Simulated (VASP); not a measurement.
Runs of VASP 6.6.1 on Sn. The structure is that of space group I4_1/amd (No. 141), or close to it. The cells are those of the table. 

| level | cell | cutoff (eV) | gap on the mesh (eV) | pressure (GPa) |
| --- | --- | --- | --- | --- |
| r2SCAN | a = 4.509, b = 4.509, c = 4.645 Å, angles 59.0, 59.0, 62.0°, 2 atoms | 550 | - | (a) |
| PBE | a = 4.509, b = 4.509, c = 4.645 Å, angles 59.0, 59.0, 62.0°, 2 atoms | 500 | - | 4.5 |
| r2SCAN | a = 4.643, b = 4.643, c = 4.457 Å, angles 61.3, 61.3, 57.4°, 2 atoms | 550 | none | 2.1 |
| PBE | a = 4.643, b = 4.643, c = 4.457 Å, angles 61.3, 61.3, 57.4°, 2 atoms | 500 | none | 3.6 |

Alike in all rows: task single point; potentials or basis VASP PAW PBE potentials, release 64 (Sn_d); no spin polarisation; k mesh 6 × 6 × 6; smearing fermi-dirac 0.02 eV.

Task: Estimate the missing entries.

Result: (a) 3.0.

Caveats: spin-orbit coupling is left out, which moves the levels of the heavy elements; the PAW data sets were made with another functional, which shifts forces and pressure a little (at least some runs); the cell stands under pressure (at least some runs).

A k mesh can miss the band edges, and the runs leave out spin-orbit coupling on Sn.

A gap of «none» marks levels without a gap at the run's occupations.
